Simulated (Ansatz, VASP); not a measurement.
**One calculation of KCl, two programs**

```
CELL_PARAMETERS angstrom
5.58213 0.00000 0.00000
-2.79107 4.83427 0.00000
0.00000 0.00000 6.17751
ATOMIC_POSITIONS crystal
K 0.33333 0.66667 0.93750
K 0.66667 0.33333 0.43750
Cl 0.33333 0.66667 0.43750
Cl 0.66667 0.33333 0.93750
```

Change from the starting cell: epitaxial_xy strain +4.5%.

Alike in both runs: task single point; functional r2SCAN; k mesh 6 × 6 × 4; no spin polarisation.

|  | VASP | Ansatz |
| --- | --- | --- |
| version | VASP 6.6.1 | Ansatz 0.2.0 |
| potentials or method | VASP PAW PBE potentials, release 64 (K_sv, Cl) | plane waves, PAW |
| plane-wave cutoff (eV) | 520 | 500 |
| occupations | gaussian, width 0.01 eV | fixed |
| valence electrons in the cell | 32 | 32 |

```csv
,VASP,Ansatz,Ansatz less VASP
gap on the k mesh at the Fermi level (eV),5.22,5.22,-0.001
pressure (GPa),-0.8,-0.7,+0.03
"traceless stress, the component that is largest in VASP (GPa)",0.76,0.74,-0.015
```

VASP's potentials were made for PBE, not for r2SCAN.
